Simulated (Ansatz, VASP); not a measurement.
## Two plane-wave programs on Al2BN3

The input INCAR:

```
  PREC = Accurate
  ENCUT = 600
  EDIFF = 1E-7
  ISMEAR = 0
  SIGMA = 0.02
  LREAL = F
  LASPH = T
  NELM = 60
  ALGO = Normal
  ISIF = 3
  LWAVE = F
  LCHARG = F
  GGA = PE
  IBRION = 2
  NSW = 100
  EDIFFG = -0.01
```

Contents of KPOINTS:

```
Automatic mesh
0
Gamma
  6 6 4
```

POSCAR

```
Al2BN3
1.0
    5.1020333199      0.0000000000      0.0000000000
   -2.5510166599      4.4184904660      0.0000000000
    0.0000000000      0.0000000000      7.7584785351
Al B N
4 2 6
Direct
    0.0000000000      0.0000000000      0.5000000000
    0.3333333333      0.6666666667      0.0000000000
    0.0000000000      0.0000000000      0.0000000000
    0.6666666667      0.3333333333      0.0000000000
    0.3333333333      0.6666666667      0.5000000000
    0.6666666667      0.3333333333      0.5000000000
    0.6669764937      0.0000000000      0.0000000000
    0.3330235063      0.3330235063      0.0000000000
    0.0000000000      0.6669764937      0.0000000000
    0.3818984479      0.0000000000      0.5000000000
    0.0000000000      0.3818984479      0.5000000000
    0.6181015521      0.6181015521      0.5000000000
```

Input for Ansatz:

```yaml
crystal:
  lattice:
    - [5.1020333199, 0.0, 0.0]
    - [-2.5510166599, 4.418490466, 0.0]
    - [0.0, 0.0, 7.7584785351]
  atoms:
    - { symbol: Al, position: [0.0, 0.0, 0.5] }
    - { symbol: Al, position: [0.3333333333, 0.6666666667, 0.0] }
    - { symbol: Al, position: [0.0, 0.0, 0.0] }
    - { symbol: Al, position: [0.6666666667, 0.3333333333, 0.0] }
    - { symbol: B, position: [0.3333333333, 0.6666666667, 0.5] }
    - { symbol: B, position: [0.6666666667, 0.3333333333, 0.5] }
    - { symbol: "N", position: [0.6669764937, 0.0, 0.0] }
    - { symbol: "N", position: [0.3330235063, 0.3330235063, 0.0] }
    - { symbol: "N", position: [0.0, 0.6669764937, 0.0] }
    - { symbol: "N", position: [0.3818984479, 0.0, 0.5] }
    - { symbol: "N", position: [0.0, 0.3818984479, 0.5] }
    - { symbol: "N", position: [0.6181015521, 0.6181015521, 0.5] }
basis:
  ecutwfc: 420
kpoints:
  mp_grid: { grid: [6, 6, 4] }
hamiltonian:
  xc: pbe
scf:
  occupations: { method: gaussian, width: 0.02 }
output:
  forces: true
  stress: true
  eigenvalues: true
relax:
  adjacent_minimum: "off"
  f_tol: 0.01
  max_steps: 80
  cell: { stress_tol: 0.05 }
```

Alike in both runs: task relaxation of cell and atoms; functional PBE; k mesh 6 × 6 × 4; occupations gaussian, width 0.02 eV; no spin polarisation.

```csv
,VASP,Ansatz
version,VASP 6.6.1,Ansatz 0.2.0
potentials or method,"VASP PAW PBE potentials, release 64 (Al, B, N), cutoff 600 eV","scalar-relativistic, plane waves, PAW"
valence electrons in the cell,48,48
```

Ansatz gave:

```
gap on the k mesh at the Fermi level, each at its own relaxed structure (eV)  : 2.44
relaxed volume (Å³/atom)                                                      : 15.46
relaxed length of the cell vector where the two differ most in proportion (Å) : 8.231
```

What did VASP give for the same quantities?

gap on the k mesh at the Fermi level, each at its own relaxed structure (eV): 2.42; relaxed volume (Å³/atom): 15.10; relaxed length of the cell vector where the two differ most in proportion (Å): 8.040.
